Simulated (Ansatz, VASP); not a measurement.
One calculation of B3F2, two programs

```
B F
1.0
     3.54333    0.00000    0.00000
    -1.77167    3.06861    0.00000
     0.00000    0.00000    4.77550
B F
3 2
Direct
  0.68543 0.00000 0.40157
  0.31457 0.31457 0.40157
  0.00000 0.68543 0.40157
  0.66667 0.33333 0.68471
  0.33333 0.66667 0.68471
```

Alike in both runs: task relaxation of cell and atoms; functional PBE; k mesh 12 × 12 × 8; occupations gaussian, width 0.1 eV; no spin polarisation.

|  | VASP | Ansatz |
| --- | --- | --- |
| version | VASP 6.6.1 | Ansatz 0.2.0 |
| potentials or method | VASP PAW PBE potentials, release 64 (B, F), cutoff 600 eV | scalar-relativistic, plane waves, PAW |
| valence electrons in the cell | 23 | 23 |

Ansatz gave:

- gap on the k mesh at the Fermi level, each at its own relaxed structure (eV): none
- relaxed volume (Å³/atom): 10.83
- relaxed cell length with the largest relative difference (Å): 4.986

**Question.** What did VASP give for the same quantities?

**Answer.** gap on the k mesh at the Fermi level, each at its own relaxed structure (eV): none; relaxed volume (Å³/atom): 10.34; relaxed cell length with the largest relative difference (Å): 4.769.

A gap of «none» marks a metal or a gap that the smearing closes.
